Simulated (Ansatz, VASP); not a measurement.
# PbS: VASP beside Ansatz

```
Pb S
1.0
     2.09757    1.21103    3.42799
    -2.09757    1.21103    3.42799
     0.00000   -2.42206    3.42799
Pb S
1 1
Cartesian
  0.0000 0.0000 10.0576
  0.0000 0.0000 4.9117
```

Alike in both runs: task single point; functional PBE; dispersion D3(BJ); k mesh 12 × 12 × 12; occupations gaussian, width 0.02 eV; no spin polarisation.

|  | VASP | Ansatz |
| --- | --- | --- |
| version | VASP 6.6.1 | Ansatz 0.2.0 |
| potentials or method | VASP PAW PBE potentials, release 64 (Pb_d, S), cutoff 520 eV | scalar-relativistic, plane waves, PAW |
| valence electrons in the cell | 20 | 20 |

|  | VASP | Ansatz | Ansatz less VASP |
| --- | --- | --- | --- |
| gap on the k mesh at the Fermi level (eV) | 0.37 | 0.36 | -0.007 |
| least direct gap on the mesh (eV) | 0.37 | 0.36 | -0.007 |

Spin-orbit coupling is off throughout.
